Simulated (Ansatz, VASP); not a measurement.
One calculation of Ni, two programs

The input INCAR:

```
AGGAC = 1.0
AGGAX = 1.0
ALDAC = 0.0
ALDAX = 1.0
ALGO = Normal
EDIFF = 1E-7
EDIFFG = -0.01
ENCUT = 600
GGA = B5
IBRION = 2
ISIF = 3
ISMEAR = -1
ISPIN = 2
LASPH = True
LCHARG = False
LMAXMIX = 4
LORBIT = 11
LREAL = False
LWAVE = False
MAGMOM = 1 1
NELM = 150
NSW = 60
PREC = Accurate
SIGMA = 0.05
```

KPOINTS

```
k-points
0
Gamma
  12 12 7
```

The input POSCAR:

```
Ni
1.0
    2.4480228978      0.0000000000      0.0000000000
   -1.2240114489      2.1200500186      0.0000000000
    0.0000000000      0.0000000000      4.0728075700
Ni
2
Direct
    0.6666666667      0.3333333333      0.7500000000
    0.3333333333      0.6666666667      0.2500000000
```

Contents of input.yaml:

```yaml
crystal:
  lattice:
    - [2.4480228978, 0.0, 0.0]
    - [-1.2240114489, 2.1200500186, 0.0]
    - [0.0, 0.0, 4.07280757]
  atoms:
    - { symbol: Ni, position: [0.6666666667, 0.3333333333, 0.75], spin: 1.0 }
    - { symbol: Ni, position: [0.3333333333, 0.6666666667, 0.25], spin: 1.0 }
hamiltonian:
  xc: blyp
  pseudopotentials: { kind: paw }
magnetization:
  spin_polarized: true
kpoints:
  mp_grid: { grid: [12, 12, 7] }
scf:
  occupations: { method: fermi_dirac, width: 0.05 }
output:
  forces: true
  stress: true
  eigenvalues: true
  write_density: true
  write_potential: true
  elf: true
  volumetric_format: npy
relax:
  f_tol: 0.01
  max_steps: 40
  cell: { stress_tol: 0.05 }
```

Alike in both runs: task relaxation of cell and atoms; functional BLYP; k mesh 12 × 12 × 7; occupations fermi-dirac, width 0.05 eV; collinear spin.

|  | VASP | Ansatz |
| --- | --- | --- |
| version | VASP 6.6.1 | Ansatz 0.2.0 |
| potentials or method | VASP PAW PBE potentials, release 64 (Ni) | Ansatz PAW |
| plane-wave cutoff (eV) | 600 | 420 |
| valence electrons in the cell | 20 | 36 |

VASP gave:

| Item | Value |
| --- | --- |
| gap on the k mesh at the Fermi level, each at its own relaxed structure (eV) | none |
| net moment per atom (μB) | 0.64 |
| size of the moment on the site where the two differ most (μB) | 0.65 |
| relaxed volume (Å³/atom) | 11.49 |
| relaxed length of the cell vector where the two differ most in proportion (Å) | 2.529 |

Question: Estimate Ansatz's values.

Answer: gap on the k mesh at the Fermi level, each at its own relaxed structure (eV): none; net moment per atom (μB): 0.65; size of the moment on the site where the two differ most (μB): 0.69; relaxed volume (Å³/atom): 11.49; relaxed length of the cell vector where the two differ most in proportion (Å): 2.529.

VASP's potentials were made for PBE, not for BLYP. Site moments also hang on the region over which each program counts them. A gap of «none» marks a metal or a gap that the smearing closes. VASP's potentials hold 20 valence electrons a cell and Ansatz's 36, so a difference there can come from the potentials and not from the codes.

Noted on Ansatz's run: the plane-wave basis is chosen anew once the cell has moved, so the energies of steps on either side of that aren't comparable.
